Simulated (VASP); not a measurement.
Li, 2 atoms in the cell. It takes space group P6_3/mmc (No. 194, hexagonal). The conventional cell has a = 3.052 Å, b = 3.052 Å, c = 5.010 Å, α = 90.00°, β = 90.00°, γ = 120.00°. Within 4.0 Å of Li (site symmetry -6m2) lie 12 Li at 3.05 to 3.06 Å. This isn't the form of Li at room conditions, which is bcc.

```yaml
Program: VASP 6.6.1
Task: single point
Functional: PBEsol
Potentials_or_basis: VASP PAW PBE potentials, release 64 (Li_sv)
Cutoff: 750 eV
k_mesh: 18 × 18 × 10
Occupations: gaussian, width 0.1 eV
Spin: no spin polarisation
Dipole_correction: no
Further_INCAR_settings: ALGO = Normal; EDIFF = 1e-06; NBANDS = 10
```

Potentials or basis: VASP PAW PBE potentials, release 64 (Li_sv).

The run is started by

```bash
$ cat potpaw_PBE.64/Li_sv/POTCAR > POTCAR
$ mpirun -np 1 vasp_std > vasp.out
```

Hardware: 1 thread of Intel(R) Xeon(R) Platinum 8488C (Sapphire Rapids) (shared host).

Q: Estimate the wall time of this run.

A: It took 58 s on 1 thread of Intel(R) Xeon(R) Platinum 8488C (Sapphire Rapids), with other jobs on the host, peak memory 0.25 GiB. Counts: scf iterations 11, k points 222.
